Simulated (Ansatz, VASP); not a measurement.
# LuH2 in VASP and in Ansatz

```
CELL_PARAMETERS angstrom
0.05033 2.54167 2.54167
2.54167 0.05033 2.54167
2.54167 2.54167 0.05033
ATOMIC_POSITIONS crystal
Lu 0.00000 0.00000 0.00000
H 0.25000 0.25000 0.25000
H 0.75000 0.75000 0.75000
```

Change from the starting cell: equal xy, yz and zx shear strains of +2 %.

Alike in both runs: task single point; functional LDA; k mesh 8 × 8 × 8; occupations fermi-dirac, width 0.02 eV; no spin polarisation.

```csv
,VASP,Ansatz
version,VASP 6.6.1,Ansatz 0.2.0
potentials or method,"VASP PAW PBE potentials, release 64 (Lu, H), cutoff 520 eV","all-electron LAPW, scalar-relativistic"
```

|  | VASP | Ansatz | Ansatz less VASP |
| --- | --- | --- | --- |
| pressure (GPa) | -6.1 | -6.6 | -0.50 |
| traceless stress, the component that is largest in VASP (GPa) | -1.73 | -1.69 | +0.035 |
| rms of the force components (eV/Å) | 0.049 | 0.047 | -0.0019 |

VASP's potentials were made for PBE, not for LDA. LDA's correlation is that of Perdew and Zunger in VASP and of Perdew and Wang (1992) in Ansatz. Atom by atom the forces differ by 0.002 eV/Å (rms over components). Ansatz ran all-electron here, and VASP with PAW potentials.

Spin-orbit coupling is off throughout.
